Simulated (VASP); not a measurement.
Input of a VASP 6.6.1 run:

File INCAR:

```
ALGO = Normal
EDIFF = 1E-8
ENCUT = 520
GGA = PE
ISIF = 2
ISMEAR = -1
ISPIN = 2
LASPH = T
LCHARG = F
LEFG = T
LMAXMIX = 4
LORBIT = 11
LREAL = F
LWAVE = F
MAGMOM = 4 4 0 0 0 0
NBANDS = 38
NELM = 150
PREC = Accurate
SIGMA = 0.05
```

KPOINTS

```
k-points
0
Gamma
  8 8 12
```

POSCAR

```
MnO2
1.0
    4.3960000000      0.0000000000      0.0000000000
    0.0000000000      4.3960000000      0.0000000000
    0.0000000000      0.0000000000      2.8710000000
Mn O
2 4
Direct
    0.0000000000      0.0000000000      0.0000000000
    0.5000000000      0.5000000000      0.5000000000
    0.3020000000      0.3020000000      0.0000000000
    0.1980000000      0.8020000000      0.5000000000
    0.6980000000      0.6980000000      0.0000000000
    0.8020000000      0.1980000000      0.5000000000
```

Potentials or basis: VASP PAW PBE potentials, release 64 (Mn_pv, O).

Run with:

```sh
$ cat potpaw_PBE.64/Mn_pv/POTCAR potpaw_PBE.64/O/POTCAR > POTCAR
$ mpirun -np 1 vasp_std > vasp.out
```

Q: Predict the band gap on the k mesh.

A: Zero (filled and empty bands overlap).

Q: What does it give for the net moment?

A: 5.99 μB per cell.

Forces in eV/Å, atoms in the order of the input:
```
Mn   0.000  0.000  0.000
Mn   0.000  0.000  0.000
O    0.318  0.318  0.000
O   -0.318  0.318  0.000
O   -0.318 -0.318  0.000
O    0.318 -0.318  0.000
```

Caveat: without QUAD_EFG the Cq values of the log hold for a quadrupole moment of 1 mb, not for the nuclei; semilocal functionals often make such compounds metallic where correlation or magnetic order opens a gap, which also shifts bond lengths; only a ferromagnetic start was run, and an antiferromagnetic order may lie lower in energy. With open d or f shells a metallic result of PBE can be an artefact of self-interaction; +U or a hybrid may open a gap.
